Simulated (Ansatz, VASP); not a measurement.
**Two plane-wave programs on SiNi**

```
Ni Si
1.0
     2.44634    0.00000    0.00000
     0.00000    2.44634    0.00000
     0.00000    0.00000    2.44634
Ni Si
1 1
Direct
  0.00000 0.00000 0.00000
  0.50000 0.50000 0.50000
```

Change from the starting cell: volume scaled by 0.64, PAW files.

Alike in both runs: task single point; functional PBE; k mesh 15 × 15 × 15; occupations fermi-dirac, width 0.1 eV; no spin polarisation.

|  | VASP | Ansatz |
| --- | --- | --- |
| version | VASP 6.6.1 | Ansatz 0.2.0 |
| potentials or method | VASP PAW PBE potentials, release 64 (Ni, Si) | PAW with Ansatz's default frozen-core files, scalar-relativistic |
| plane-wave cutoff (eV) | 520 | 420 |
| valence electrons in the cell | 14 | 22 |

|  | VASP | Ansatz | Ansatz less VASP |
| --- | --- | --- | --- |
| pressure (GPa) | 218.0 | 217.5 | -0.46 |

Both programs put the cell under a high pressure, so it lies far from rest at this level. The functional is the same, so the differences come from potentials, cutoffs and numerics. VASP's potentials hold 14 valence electrons a cell and Ansatz's 22, so a difference there can come from the potentials and not from the codes.

Noted on VASP's run: the cell as given lies far from equilibrium.
